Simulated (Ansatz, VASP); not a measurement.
BaZrO3: VASP beside Ansatz

Contents of POSCAR:

```
BaZrO3
1.0
    4.1632093537      0.0000000000      0.0000000000
    0.0000000000      4.1632093537      0.0000000000
    0.0000000000      0.0000000000      4.1632093537
Ba Zr O
1 1 3
Direct
    0.0000000000      0.0000000000      0.0000000000
    0.5000000000      0.5000000000      0.5000000000
    0.5000000000      0.5000000000      0.0000000000
    0.5000000000      0.0000000000      0.5000000000
    0.0000000000      0.5000000000      0.5000000000
```

File INCAR.step1:

```
SYSTEM = BaZrO3
ALGO = Normal ; EDIFF = 1E-5
ENCUT = 1480 ; GGA = PE
GGA_COMPAT = .FALSE. ; ISMEAR = -1
LASPH = .TRUE. ; LCHARG = .FALSE.
LREAL = .FALSE. ; LWAVE = .TRUE.
NBANDS = 28 ; NELM = 120
PREC = Accurate ; SIGMA = 0.05
```

Contents of INCAR.step2:

```
SYSTEM = BaZrO3
ALGO = Normal ; EDIFF = 1E-6
ENCUT = 1480 ; GGA_COMPAT = .FALSE.
ISIF = 2 ; ISMEAR = -1
ISTART = 1 ; LASPH = .TRUE.
LCHARG = .FALSE. ; LMIXTAU = .TRUE.
LREAL = .FALSE. ; LWAVE = .FALSE.
METAGGA = R2SCAN ; NBANDS = 28
NELM = 120 ; PREC = Accurate
SIGMA = 0.05
```

File KPOINTS:

```
k-points
0
G
  6 6 6
  0 0 0
```

input.yaml

```yaml
crystal:
  lattice:
    - [4.1632093537, 0.0, 0.0]
    - [0.0, 4.1632093537, 0.0]
    - [0.0, 0.0, 4.1632093537]
  atoms:
    - { symbol: Ba, position: [0.0, 0.0, 0.0] }
    - { symbol: Zr, position: [0.5, 0.5, 0.5] }
    - { symbol: O, position: [0.5, 0.5, 0.0] }
    - { symbol: O, position: [0.5, 0.0, 0.5] }
    - { symbol: O, position: [0.0, 0.5, 0.5] }
hamiltonian:
  xc: r2scan
  pseudopotentials: { kind: paw }
kpoints:
  mp_grid: { grid: [6, 6, 6] }
scf:
  occupations: { method: fermi_dirac, width: 0.05 }
output:
  forces: true
  stress: true
  eigenvalues: true
```

Alike in both runs: task single point; functional r2SCAN; k mesh 6 × 6 × 6; occupations fermi-dirac, width 0.05 eV; no spin polarisation.

|  | VASP | Ansatz |
| --- | --- | --- |
| version | VASP 6.6.1 | Ansatz 0.2.0 |
| potentials or method | VASP PAW PBE potentials, release 64 (Ba_sv, Zr_sv, O_h) | Ansatz PAW |
| plane-wave cutoff (eV) | 1480 | 500 |
| valence electrons in the cell | 40 | 40 |

Ansatz gave:

| Item | Value |
| --- | --- |
| gap on the k mesh at the Fermi level (eV) | 3.81 |
| least direct gap on the mesh (eV) | 4.00 |
| pressure (GPa) | 5.2 |

Problem. Which values does VASP return?

Solution. gap on the k mesh at the Fermi level (eV): 3.76; least direct gap on the mesh (eV): 3.98; pressure (GPa): 6.3.

VASP's potentials were made for PBE, not for r2SCAN.

Spin-orbit coupling is off throughout.
